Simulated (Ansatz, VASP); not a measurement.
# Two plane-wave programs on ZnS

```
Zn S
1.0
    -0.02506    2.69273    2.69273
     2.69273   -0.02506    2.69273
     2.69273    2.69273   -0.02506
Zn S
1 1
Cartesian
  -0.0043 -0.0043 -0.0043
  1.3444 1.3444 1.3444
```

Change from the starting cell: epitaxial_111 strain +0.9%.

Alike in both runs: task single point; functional HSE06; k mesh 6 × 6 × 6; no spin polarisation.

|  | VASP | Ansatz |
| --- | --- | --- |
| version | VASP 6.6.1 | Ansatz 0.2.0 |
| potentials or method | VASP PAW PBE potentials, release 64 (Zn, S) | plane waves, PAW |
| plane-wave cutoff (eV) | 400 | 420 |
| occupations | gaussian, width 0.01 eV | fixed |
| valence electrons in the cell | 18 | 18 |

|  | VASP | Ansatz | Ansatz less VASP |
| --- | --- | --- | --- |
| gap on the k mesh at the Fermi level (eV) | 3.25 | 3.27 | +0.013 |
| pressure (GPa) | 0.3 | 0.6 | +0.30 |
| traceless stress, the component that is largest in VASP (GPa) | 0.46 | 0.45 | -0.001 |
| rms of the force components (eV/Å) | 0.003 | 0.003 | 0.0000 |

Atom by atom the forces differ by 0.000 eV/Å (rms over components). Ansatz's warnings: stress exchange threshold loose, stress scf threshold loose.
